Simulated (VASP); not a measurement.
# MgO (Periclase) (Fm-3m) in VASP: further runs

The runs below take MgO (Periclase) through single point, with r2SCAN.

Everything below comes from runs of VASP 6.6.1. Logs are shortened: lines on timing, memory, paths and dates and some standing lists are left out, and cuts for length are marked.

## (1) The cell of the first run

It takes space group Fm-3m (No. 225, cubic). The conventional cell has a = 4.260 Å, b = 4.260 Å, c = 4.260 Å, α = 90.00°, β = 90.00°, γ = 90.00°. Mg (site symmetry m-3m) has 6 O at 2.13 Å within 2.8 Å. Within 2.8 Å of O (site symmetry m-3m) lie 6 Mg at 2.13 Å.

## (2) Single point, r2SCAN (volume scaled by 1.040)

Input file POSCAR:

```
MgO
1.0
    0.0000000000      2.1298769293      2.1298769293
    2.1298769293      0.0000000000      2.1298769293
    2.1298769293      2.1298769293      0.0000000000
Mg O
1 1
Direct
    0.0000000000      0.0000000000      0.0000000000
    0.5000000000      0.5000000000      0.5000000000
```

Input file INCAR.step1:

```
SYSTEM = MgO
ALGO = Normal ; EDIFF = 1E-5
ENCUT = 660 ; GGA = PE
GGA_COMPAT = .FALSE. ; ISMEAR = 0
LASPH = .TRUE. ; LCHARG = .FALSE.
LREAL = .FALSE. ; LWAVE = .TRUE.
NBANDS = 15 ; NELM = 120
PREC = Accurate ; SIGMA = 0.05
```

Input file INCAR.step2:

```
SYSTEM = MgO
ALGO = Normal ; EDIFF = 1E-6
ENCUT = 660 ; GGA_COMPAT = .FALSE.
ISIF = 2 ; ISMEAR = 0
ISTART = 1 ; LASPH = .TRUE.
LCHARG = .FALSE. ; LMIXTAU = .TRUE.
LREAL = .FALSE. ; LWAVE = .FALSE.
METAGGA = R2SCAN ; NBANDS = 15
NELM = 120 ; PREC = Accurate
SIGMA = 0.05
```

Input file KPOINTS:

```
k-points
0
G
  8 8 8
  0 0 0
```

Potentials or basis: VASP PAW PBE potentials, release 64 (Mg_sv, O).

Run with:

```sh
$ cat potpaw_PBE.64/Mg_sv/POTCAR potpaw_PBE.64/O/POTCAR > POTCAR
$ cp INCAR.step1 INCAR
$ mpirun -np 1 vasp_std > vasp.out
$ cp INCAR.step2 INCAR
$ mpirun -np 1 vasp_std > vasp.out
```

OUTCAR:

```text
SYSTEM = MgO
   EDIFF = 1E-6
   ENCUT = 660
   ISIF = 2
   ISMEAR = 0
   ISTART = 1
   LASPH = .TRUE.
   LREAL = .FALSE.
   METAGGA = R2SCAN
   NELM = 120
   PREC = Accurate

 ion  position               nearest neighbor table
   1  0.000  0.000  0.000-
   2  0.500  0.500  0.500-

  LATTYP: Found a face centered cubic cell.
 ALAT       =     4.2597538586

  Lattice vectors:

 A1 = (   0.0000000000,   2.1298769293,   2.1298769293)
 A2 = (   2.1298769293,   0.0000000000,   2.1298769293)
 A3 = (   2.1298769293,   2.1298769293,   0.0000000000)

Analysis of symmetry for initial positions (statically):
=====================================================================
 Subroutine PRICEL returns:
 Original cell was already a primitive cell.

 Routine SETGRP: Setting up the symmetry group for a
 face centered cubic supercell.

 Subroutine GETGRP returns: Found 48 space group operations
 (whereof 48 operations were pure point group operations)
 out of a pool of 48 trial point group operations.

The static configuration has the point symmetry O_h .

Analysis of symmetry for dynamics (positions and initial velocities):
=====================================================================
 Subroutine PRICEL returns:
 Original cell was already a primitive cell.

 Routine SETGRP: Setting up the symmetry group for a
 face centered cubic supercell.

 Subroutine GETGRP returns: Found 48 space group operations
 (whereof 48 operations were pure point group operations)
 out of a pool of 48 trial point group operations.

The dynamic configuration has the point symmetry O_h .

 Subroutine INISYM returns: Found 48 space group operations
 (whereof 48 operations are pure point group operations),
 and found     1 'primitive' translations

----------------------------------------------------------------------------------------

                                     Primitive cell

  volume of cell :      19.3238

  direct lattice vectors                    reciprocal lattice vectors
     0.000000000  2.129876929  2.129876929    -0.234755348  0.234755348  0.234755348
     2.129876929  0.000000000  2.129876929     0.234755348 -0.234755348  0.234755348
     2.129876929  2.129876929  0.000000000     0.234755348  0.234755348 -0.234755348

  length of vectors
     3.012100840  3.012100840  3.012100840     0.406608190  0.406608190  0.406608190

  position of ions in fractional coordinates (direct lattice)
     0.000000000  0.000000000  0.000000000
     0.500000000  0.500000000  0.500000000

  ion indices of the primitive-cell ions
   primitive index   ion index
                 1           1
                 2           2

----------------------------------------------------------------------------------------

 KPOINTS: k-points

Automatic generation of k-mesh.
 Grid dimensions read from file:
 generate k-points for:    8    8    8

 Generating k-lattice:

  Cartesian coordinates                     Fractional coordinates (reciprocal lattice)
    -0.029344419  0.029344419  0.029344419     0.125000000  0.000000000  0.000000000
     0.029344419 -0.029344419  0.029344419     0.000000000  0.125000000  0.000000000
     0.029344419  0.029344419 -0.029344419     0.000000000  0.000000000  0.125000000

  Length of vectors
     0.050826024  0.050826024  0.050826024

  Shift w.r.t. Gamma in fractional coordinates (k-lattice)
     0.000000000  0.000000000  0.000000000

 Subroutine IBZKPT returns following result:
 ===========================================

 Found     29 irreducible k-points:

 Following reciprocal coordinates:
            Coordinates               Weight
  0.000000  0.000000  0.000000      1.000000
  0.125000  0.000000  0.000000      8.000000
  0.250000  0.000000  0.000000      8.000000
  0.375000  0.000000  0.000000      8.000000
  0.500000  0.000000  0.000000      4.000000
  0.125000  0.125000  0.000000      6.000000
[... 16 lines left out ...]
  0.500000  0.250000  0.125000     48.000000
 -0.375000  0.250000  0.125000     24.000000
 [... further k-points ...]
   k-points           NKPTS =     29   k-points in BZ     NKDIM =     29   number of bands    NBANDS=     15
   number of dos      NEDOS =    301   number of ions     NIONS =      2
   total plane-waves  NPLWV =  21952
   dimension x,y,z NGX =    28 NGY =   28 NGZ =   28
   dimension x,y,z NGXF=    56 NGYF=   56 NGZF=   56
   ions per type =               1   1
   NGX,Y,Z   is equivalent  to a cutoff of  15.45, 15.45, 15.45 a.u.
   NGXF,Y,Z  is equivalent  to a cutoff of  30.91, 30.91, 30.91 a.u.
 SYSTEM =  MgO
   PREC   = accura    normal or accurate (medium, high low for compatibility)
   ISTART =      1    job   : 0-new  1-cont  2-samecut
   ICHARG =      0    charge: 1-file 2-atom 10-const
   ISPIN  =      1    spin polarized calculation?
   LNONCOLLINEAR =      F non collinear calculations
   LSORBIT =      F    spin-orbit coupling
   LASPH  =      T    aspherical Exc in radial PAW
   ENCUT  =  660.0 eV  48.51 Ry    6.96 a.u.   6.31  6.31  6.31*2*pi/ulx,y,z
   NELM   =    120;   NELMIN=  2; NELMDL=  0     # of ELM steps
   EDIFF  = 0.1E-05   stopping-criterion for ELM
   LREAL  =      F    real-space projection
   EDIFFG = 0.1E-04   stopping-criterion for IOM
   NSW    =      0    number of steps for IOM
   IBRION =     -1    ionic relax: 0-MD 1-quasi-New 2-CG
   NFREE  =      0    steps in history (QN), initial steepest desc. (CG)
   ISIF   =      2    stress and relaxation
   ISYM   =      2    0-nonsym 1-usesym 2-fastsym
   POTIM  = 0.5000    time-step for ionic-motion
   TEBEG  =    0.0;   TEEND  =   0.0 temperature during run
   PSTRESS=    0.0 pullay stress
   NELECT =      16.0000    total number of electrons
   NUPDOWN=      -1.0000    fix difference up-down
   EMIN   =  10.00;   EMAX   =-10.00  energy-range for DOS
   EFERMI =   0.00;   METHOD = LEGACY
   ISMEAR =     0;   SIGMA  =   0.05  broadening in eV -4-tet -1-fermi 0-gaus
   EFERMI_NEDOS =   21; number of points for ismear=-14 and -15
   IALGO  =     38    algorithm
   IMIX   =      4    mixing-type and parameters
     AMIX     =   0.40;   BMIX     =  1.00
     AMIX_MAG =   1.60;   BMIX_MAG =  1.00
  volume/ion in A,a.u.               =       9.66        65.20
  Fermi-wavevector in a.u.,A,eV,Ry     =   1.537271  2.905020 32.153300  2.363201
  Thomas-Fermi vector in A             =   2.643803
   LORBIT       =      0    0 simple, 1 ext, 2 COOP (PROOUT), +10 PAW based schemes
   METAGGA = R2SCAN    functional components
   LHFCALC =     F    Hartree Fock is set to
   AEXX    =    0.0000 exact exchange contribution
   IVDW    =     0    specifies the selected vdW correction
   LEPSILON=     F    determine dielectric tensor
   LRPA    =     F    only Hartree local field effects (RPA)
 non-spin polarized calculation
 Gauss-broadening in eV      SIGMA  =   0.05
  energy-cutoff  :      660.00
  volume of cell :       19.32
 maximum number of plane-waves:       754
 NGX is ok and might be reduce to    28
   NGX = 13   NGY = 13   NGZ = 13

 number of electron      15.9999997 magnetization

 Free energy of the ion-electron system (eV)
  ---------------------------------------------------
  ext. energy  EPLUGINS =         0.00000000
  ---------------------------------------------------
  free energy    TOTEN  =       -16.16353971 eV

  energy without entropy =      -16.16353971  energy(sigma->0) =      -16.16353971

 E-fermi :   2.4989     XC(G=0): -11.8538

 val. band max:        2.2778895981   @ k =   0.0000   0.0000   0.0000
 cond. band min:       7.6018244161   @ k =   0.0000   0.0000   0.0000
 fundamental gap:      5.3239348179
 Fermi energy:         2.4988867805

 k-point     1 :       0.0000    0.0000    0.0000
  band No.  band energies     occupation
      1     -72.8218      2.00000
      2     -37.9169      2.00000
      3     -37.9169      2.00000
      4     -37.9169      2.00000
      5     -15.7425      2.00000
      6       2.2779      2.00000
      7       2.2779      2.00000
      8       2.2779      2.00000
      9       7.6018      0.00000
     10      18.9368      0.00000
     11      18.9368      0.00000
     12      18.9368      0.00000
     13      22.9469      0.00000
     14      24.7420      0.00000
     15      24.7420      0.00000

 k-point     2 :       0.1250    0.0000    0.0000
  band No.  band energies     occupation
      1     -72.8208      2.00000
      2     -37.9282      2.00000
      3     -37.9181      2.00000
      4     -37.9181      2.00000
      5     -15.5882      2.00000
      6       1.3723      2.00000
      7       2.1776      2.00000
      8       2.1776      2.00000
      9       8.4978      0.00000
     10      17.2681      0.00000
     11      19.2975      0.00000
     12      19.2975      0.00000
     13      23.7616      0.00000
     14      23.7616      0.00000
     15      25.1146      0.00000

 k-point     3 :       0.2500    0.0000    0.0000
  band No.  band energies     occupation
      1     -72.8184      2.00000
      2     -37.9544      2.00000
      3     -37.9209      2.00000
      4     -37.9209      2.00000
      5     -15.1912      2.00000
      6      -0.2798      2.00000
      7       1.9460      2.00000
      8       1.9460      2.00000
      9       9.9841      0.00000
     10      15.7065      0.00000
     11      19.7892      0.00000
     12      19.7892      0.00000
     13      23.3699      0.00000
     14      23.3699      0.00000
     15      25.3277      0.00000

 k-point     4 :       0.3750    0.0000    0.0000
  band No.  band energies     occupation
      1     -72.8160      2.00000
      2     -37.9803      2.00000
      3     -37.9235      2.00000
      4     -37.9235      2.00000
      5     -14.7516      2.00000
      6      -1.6417      2.00000
      7       1.7273      2.00000
      8       1.7273      2.00000
      9      10.7642      0.00000
     10      15.4955      0.00000
     11      19.6043      0.00000
     12      19.6044      0.00000
     13      24.5717      0.00000
     14      24.7336      0.00000
     15      24.7336      0.00000
[... 307 lines left out ...]
 k-point    22 :       0.3750    0.2500    0.1250
  band No.  band energies     occupation
      1     -72.8166      2.00000
      2     -37.9593      2.00000
      3     -37.9337      2.00000
      4     -37.9248      2.00000
      5     -14.9158      2.00000
      6      -0.6291      2.00000
      7       1.1690      2.00000
      8       1.6796      2.00000
      9      11.4111      0.00000
     10      14.6189      0.00000
     11      18.2423      0.00000
     12      20.7250      0.00000
     13      21.2790      0.00000
     14      25.7271      0.00000
     15      29.1770      0.00000

 k-point    23 :       0.5000    0.2500    0.1250
  band No.  band energies     occupation
      1     -72.8147      2.00000
      2     -37.9730      2.00000
      3     -37.9405      2.00000
      4     -37.9284      2.00000
      5     -14.5766      2.00000
      6      -1.2925      2.00000
      7       0.6180      2.00000
      8       1.4342      2.00000
      9      12.4749      0.00000
     10      14.7604      0.00000
     11      17.0818      0.00000
     12      20.3051      0.00000
     13      22.8779      0.00000
     14      25.6757      0.00000
     15      29.3960      0.00000

 k-point    24 :      -0.3750    0.2500    0.1250
  band No.  band energies     occupation
      1     -72.8139      2.00000
      2     -37.9787      2.00000
      3     -37.9422      2.00000
      4     -37.9307      2.00000
      5     -14.4276      2.00000
      6      -1.5700      2.00000
      7       0.4184      2.00000
      8       1.3179      2.00000
      9      12.6774      0.00000
     10      15.3104      0.00000
     11      16.6539      0.00000
     12      20.0445      0.00000
     13      23.6799      0.00000
     14      25.3734      0.00000
     15      29.5500      0.00000

 [... further k-points ...]

------------------------ aborting loop because EDIFF is reached ----------------------------------------

  FORCE on cell =-STRESS in cart. coord.  units (eV):
  Direction    XX          YY          ZZ          XY          YZ          ZX
  --------------------------------------------------------------------------------------
  -------------------------------------------------------------------------------------
  Total       -0.7409463     -0.7409463     -0.7409463      0.0000000      0.0000000      0.0000000
  in kB      -61.4332939    -61.4332939    -61.4332939      0.0000000      0.0000000      0.0000000
  external PRESSURE =     -61.4332939 kB  Pullay stress =       0.0000000 kB

 VOLUME and BASIS-vectors are now :
 -----------------------------------------------------------------------------
  energy-cutoff  :      660.00
  volume of cell :       19.32
      direct lattice vectors                 reciprocal lattice vectors
     0.000000000  2.129876929  2.129876929    -0.234755348  0.234755348  0.234755348
     2.129876929  0.000000000  2.129876929     0.234755348 -0.234755348  0.234755348
     2.129876929  2.129876929  0.000000000     0.234755348  0.234755348 -0.234755348

 POSITION                                       TOTAL-FORCE (eV/Angst)
 -----------------------------------------------------------------------------------
      0.00000      0.00000      0.00000         0.000000     -0.000000      0.000000
      2.12988      2.12988      2.12988         0.000000      0.000000     -0.000000
 -----------------------------------------------------------------------------------
    total drift:                                0.000000      0.000000      0.000000

  FREE ENERGIE OF THE ION-ELECTRON SYSTEM (eV)
  ---------------------------------------------------
  free  energy   TOTEN  =       -16.1635397064 eV

  energy  without entropy=      -16.1635397064  energy(sigma->0) =      -16.16353971
```

Wall time 1.7 min (1 thread of Intel Xeon Platinum 8259CL at 2.50GHz (Skylake/Cascade Lake), shared host); peak memory 0.16 GiB.

What came out:

| Quantity | Value |
| --- | --- |
| Free energy | -16.1635 eV |
| Pressure | -6.1 GPa |
| Band gap on the k mesh | 5.32 eV, direct |

Levels at points of the mesh, in eV from the valence-band top:
| k point | band 6 | band 7 | band 8 | band 9 | band 10 | band 11 |
| --- | --- | --- | --- | --- | --- | --- |
| (0.00, 0.00, 0.00) | 0.00 | 0.00 | 0.00 | 5.32 | 16.66 | 16.66 |
| (0.50, 0.00, 0.00) | -4.45 | -0.64 | -0.64 | 8.60 | 13.45 | 17.15 |
| (0.50, 0.50, 0.00) | -3.94 | -1.32 | -1.32 | 9.99 | 10.80 | 13.94 |

Caveat: the PAW data sets were made with another functional, which shifts forces and pressure a little.

## (3) Single point, r2SCAN (volume scaled by 0.920)

Input file POSCAR:

```
MgO
1.0
    0.0000000000      2.0445889312      2.0445889312
    2.0445889312      0.0000000000      2.0445889312
    2.0445889312      2.0445889312      0.0000000000
Mg O
1 1
Direct
    0.0000000000      0.0000000000      0.0000000000
    0.5000000000      0.5000000000      0.5000000000
```

Input file INCAR.step1:

```
PREC = Accurate ; ENCUT = 660
ISMEAR = 0 ; SIGMA = 0.05
LREAL = F ; LASPH = T
NELM = 120 ; NBANDS = 15
GGA = PE ; ALGO = Normal
EDIFF = 1E-5 ; LWAVE = T
LCHARG = F ; GGA_COMPAT = F
```

Input file INCAR.step2:

```
PREC = Accurate ; ENCUT = 660
EDIFF = 1E-6 ; ISMEAR = 0
SIGMA = 0.05 ; LREAL = F
LASPH = T ; NELM = 120
ALGO = Normal ; ISIF = 2
LWAVE = F ; LCHARG = F
METAGGA = R2SCAN ; LMIXTAU = T
NBANDS = 15 ; ISTART = 1
GGA_COMPAT = F
```

Input file KPOINTS:

```
regular mesh
0
Gamma
  8 8 8
```

Potentials or basis: VASP PAW PBE potentials, release 64 (Mg_sv, O).

Run with:

```sh
$ cat potpaw_PBE.64/Mg_sv/POTCAR potpaw_PBE.64/O/POTCAR > POTCAR
$ cp INCAR.step1 INCAR
$ mpirun -np 1 vasp_std > vasp.out
$ cp INCAR.step2 INCAR
$ mpirun -np 1 vasp_std > vasp.out
```

It took 27 s on 1 thread of Intel Xeon Platinum 8259CL at 2.50GHz (Skylake/Cascade Lake), shared host; peak memory 0.14 GiB.

It converged, with:

| Item | Value |
| --- | --- |
| Free energy | -16.0930 eV |
| Pressure | 16.6 GPa |
| Band gap on the k mesh | 6.60 eV, direct |

Levels at points of the mesh, in eV from the valence-band top:
```tsv
k point	band 6	band 7	band 8	band 9	band 10	band 11
(0.00, 0.00, 0.00)	0.00	0.00	0.00	6.60	17.38	17.38
(0.50, 0.00, 0.00)	-5.01	-0.78	-0.78	9.44	14.93	18.46
(0.50, 0.50, 0.00)	-4.44	-1.49	-1.49	10.16	12.20	15.34
```

Caveat: the PAW data sets were made with another functional, which shifts forces and pressure a little.
